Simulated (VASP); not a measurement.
Set up this calculation in VASP 6.6.1, as the native input.

```
Task                    : density of states
Functional              : PBE
Potentials or basis     : VASP PAW PBE potentials, release 64 (Sr_sv, Cl)
Cutoff                  : 520 eV
k mesh                  : 8 × 8 × 8
Occupations             : gaussian, width 0.05 eV
Spin                    : no spin polarisation
Dipole correction       : no
k mesh for the DOS      : 12 × 12 × 12
Occupations for the DOS : tetrahedron
Further INCAR settings  : ALGO = Normal; EDIFF = 1e-06
```

Crystal: SrCl2.

```
Sr Cl
1.0
     0.00000    3.52061    3.52061
     3.52061    0.00000    3.52061
     3.52061    3.52061    0.00000
Sr Cl
1 2
Direct
  0.00000 0.00000 0.00000
  0.25000 0.25000 0.25000
  0.75000 0.75000 0.75000
```

One way to write it, as run:

POSCAR

```
SrCl2
1.0
    0.0000000000      3.5206059550      3.5206059550
    3.5206059550      0.0000000000      3.5206059550
    3.5206059550      3.5206059550      0.0000000000
Sr Cl
1 2
Direct
    0.0000000000      0.0000000000      0.0000000000
    0.2500000000      0.2500000000      0.2500000000
    0.7500000000      0.7500000000      0.7500000000
```

INCAR.step1

```
PREC     = Accurate       # precision mode
ENCUT    = 520            # plane-wave cutoff, eV
EDIFF    = 1E-6           # SCF threshold, eV
ISMEAR   = 0              # smearing method
SIGMA    = 0.05           # smearing width, eV
LREAL    = F              # projectors in reciprocal space
LASPH    = T              # aspherical terms in the spheres
NELM     = 80             # most SCF steps
ALGO     = Normal         # electronic algorithm
ISIF     = 2              # what is computed and relaxed
LWAVE    = F              # write WAVECAR
LCHARG   = T              # write CHGCAR
GGA      = PE             # functional
NBANDS   = 19             # bands
```

KPOINTS.step1

```
regular mesh
0
Gamma
  8 8 8
```

INCAR.step2

```
PREC     = Accurate       # precision mode
ENCUT    = 520            # plane-wave cutoff, eV
EDIFF    = 1E-6           # SCF threshold, eV
ISMEAR   = -5             # smearing method
SIGMA    = 0.05           # smearing width, eV
LREAL    = F              # projectors in reciprocal space
LASPH    = T              # aspherical terms in the spheres
NELM     = 80             # most SCF steps
ALGO     = Normal         # electronic algorithm
ISIF     = 2              # what is computed and relaxed
LWAVE    = F              # write WAVECAR
LCHARG   = F              # write CHGCAR
GGA      = PE             # functional
LORBIT   = 11             # projections on sites
NEDOS    = 2001           # points of the DOS
ICHARG   = 11             # starting density
```

KPOINTS.step2

```
regular mesh
0
Gamma
  12 12 12
```

Potentials or basis: VASP PAW PBE potentials, release 64 (Sr_sv, Cl).

Command:

```sh
$ cat potpaw_PBE.64/Sr_sv/POTCAR potpaw_PBE.64/Cl/POTCAR > POTCAR
$ cp INCAR.step1 INCAR
$ cp KPOINTS.step1 KPOINTS
$ mpirun -np 1 vasp_std > vasp.out
$ cp INCAR.step2 INCAR
$ cp KPOINTS.step2 KPOINTS
$ mpirun -np 1 vasp_std > vasp.out
```

It gave:

The valence electrons inside the program's atomic spheres are Sr 7.91; Cl 5.17.

Wall time 3.9 min on 1 thread of Oxide Virtual Turin-like Processor, on a shared host, peak memory 0.24 GiB.
